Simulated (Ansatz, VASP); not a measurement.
One calculation of As, two programs

File INCAR:

```
SYSTEM = As
ALGO = Normal
DIPOL = 0.5 0.5 0.500
EDIFF = 1E-6
ENCUT = 400
GGA = PS
GGA_COMPAT = .False.
IDIPOL = 3
ISIF = 2
ISMEAR = 0
LASPH = .True.
LCHARG = .False.
LDIPOL = .True.
LREAL = .False.
LWAVE = .False.
NBANDS = 12
NELM = 120
NELMDL = -8
PREC = Accurate
SIGMA = 0.03
```

File KPOINTS:

```
k-points
0
Gamma
  12 12 1
  0 0 0
```

The input POSCAR:

```
As
1.0
    3.5185784802      0.0000000000      0.0000000000
   -1.7592892401      3.0471783491      0.0000000000
    0.0000000000      0.0000000000     17.3956058377
As
2
Direct
    0.3333333333      0.6666666667      0.4598862537
    0.6666666667      0.3333333333      0.5401137463
```

Input for Ansatz:

```yaml
crystal:
  lattice:
    - [3.5185784802, 0.0, 0.0]
    - [-1.7592892401, 3.0471783491, 0.0]
    - [0.0, 0.0, 17.3956058377]
  atoms:
    - { symbol: As, position: [0.3333333333, 0.6666666667, 0.4598862537] }
    - { symbol: As, position: [0.6666666667, 0.3333333333, 0.5401137463] }
basis:
  ecutwfc: 420
kpoints:
  mp_grid: { grid: [12, 12, 1] }
hamiltonian:
  xc: pbesol
  pseudopotentials: { kind: paw, azcp: { folder: soft_1 } }
scf:
  occupations: { method: gaussian, width: 0.03 }
  n_extra_bands: 6
  max_iter: 160
output:
  forces: true
  eigenvalues: true
efield:
  axis: 3
  dipole_correction: true
```

Alike in both runs: task single point; functional PBEsol; k mesh 12 × 12 × 1; occupations gaussian, width 0.03 eV; no spin polarisation.

|  | VASP | Ansatz |
| --- | --- | --- |
| version | VASP 6.6.1 | Ansatz 0.2.0 |
| potentials or method | VASP PAW PBE potentials, release 64 (As), cutoff 400 eV | scalar-relativistic, plane waves, PAW |
| valence electrons in the cell | 10 | 30 |

```csv
,VASP,Ansatz,Ansatz less VASP
gap on the k mesh at the Fermi level (eV),1.41,1.41,-0.004
least direct gap on the mesh (eV),2.15,2.16,+0.008
rms of the force components (eV/Å),0.078,0.009,-0.0688
```

VASP's potentials were made for PBE, not for PBEsol, and Ansatz warns of the same on its side. Atom by atom the forces differ by 0.069 eV/Å (rms over components). VASP's potentials hold 10 valence electrons a cell and Ansatz's 30, so a difference there can come from the potentials and not from the codes.
